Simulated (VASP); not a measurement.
A run of VASP 6.6.1:

Contents of INCAR:

```
SYSTEM = Se
PREC     = Accurate       ! precision mode
ENCUT    = 520            ! plane-wave cutoff, eV
EDIFF    = 1E-6           ! SCF threshold, eV
ISMEAR   = -1             ! smearing method
SIGMA    = 0.1            ! smearing width, eV
LREAL    = .False.        ! projectors in reciprocal space
LASPH    = .True.         ! aspherical terms in the spheres
NELM     = 60             ! most SCF steps
ALGO     = Normal         ! electronic algorithm
ISIF     = 2              ! what is computed and relaxed
LWAVE    = .False.        ! write WAVECAR
LCHARG   = .False.        ! write CHGCAR
GGA      = RP             ! functional
NBANDS   = 9              ! bands
```

KPOINTS

```
regular mesh
0
Gamma
  13 13 13
  0 0 0
```

Contents of POSCAR:

```
Se
1.0
   -1.7352697038      1.7352697038      1.7352697038
    1.7352697038     -1.7352697038      1.7352697038
    1.7352697038      1.7352697038     -1.7352697038
Se
1
Direct
    0.0000000000      0.0000000000      0.0000000000
```

Potentials or basis: VASP PAW PBE potentials, release 64 (Se).

Launch:

```bash
$ cat potpaw_PBE.64/Se/POTCAR > POTCAR
$ mpirun -np 1 vasp_std > vasp.out
```

Hardware: 1 thread of Intel(R) Xeon(R) 6975P-C (Granite Rapids), with other jobs on the host.

**Question.** Estimate the wall time of this run.

**Answer.** Run time: 4.4 s on 1 thread of Intel(R) Xeon(R) 6975P-C (Granite Rapids) (shared host), peak memory 0.14 GiB. Counts: scf iterations 9, k points 84.
